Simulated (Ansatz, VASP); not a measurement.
# InP in VASP and in Ansatz

```
In P
1.0
     0.00000    3.18354    2.48316
     3.18354    0.00000    2.48316
     3.18354    3.18354    0.00000
In P
1 1
Cartesian
  0.0000 0.0000 0.0000
  4.7753 4.7753 3.7247
```

Alike in both runs: task single point; functional r2SCAN; k mesh 10 × 10 × 10; occupations gaussian, width 0.05 eV; no spin polarisation.

```csv
,VASP,Ansatz
version,VASP 6.6.1,Ansatz 0.2.0
potentials or method,"VASP PAW PBE potentials, release 64 (In_d, P), cutoff 520 eV","scalar-relativistic, plane waves, PAW"
valence electrons in the cell,18,18
```

```csv
,VASP,Ansatz,Ansatz less VASP
gap on the k mesh at the Fermi level (eV),0.35,0.34,-0.002
least direct gap on the mesh (eV),0.42,0.41,0.000
pressure (GPa),-0.1,0.0,+0.09
"traceless stress, the component that is largest in VASP (GPa)",4.43,4.39,-0.046
```

VASP's potentials were made for PBE, not for r2SCAN. With one functional, cell and mesh, what is left measures potentials, basis and numerics.
